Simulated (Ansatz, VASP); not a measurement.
Mn3Si in VASP and in Ansatz

```
Mn Si
1.0
     0.00000    2.86100    2.86100
     2.86100    0.00000    2.86100
     2.86100    2.86100    0.00000
Mn Si
3 1
Direct
  0.50000 0.50000 0.50000
  0.25000 0.25000 0.25000
  0.75000 0.75000 0.75000
  0.00000 0.00000 0.00000
```

Alike in both runs: task single point; functional LDA; k mesh 10 × 10 × 10; occupations fermi-dirac, width 0.05 eV; non-collinear spin.

|  | VASP | Ansatz |
| --- | --- | --- |
| version | VASP 6.6.1 | Ansatz 0.2.0 |
| potentials or method | VASP PAW LDA potentials, release 64 (Mn_pv, Si) | PAW with Ansatz's default frozen-core files, scalar-relativistic |
| plane-wave cutoff (eV) | 520 | 420 |
| valence electrons in the cell | 43 | 49 |

Ansatz gave:

```
net moment per atom (μB)                                      : 0.26
size of the moment on the site where the two differ most (μB) : 2.24
```

**Question.** Estimate VASP's values.

**Answer.** net moment per atom (μB): 0.27; size of the moment on the site where the two differ most (μB): 2.29.

LDA's correlation is that of Perdew and Zunger in VASP and of Perdew and Wang (1992) in Ansatz. Site moments also hang on the region over which each program counts them. VASP's potentials hold 43 valence electrons a cell and Ansatz's 49, so a difference there can come from the potentials and not from the codes.
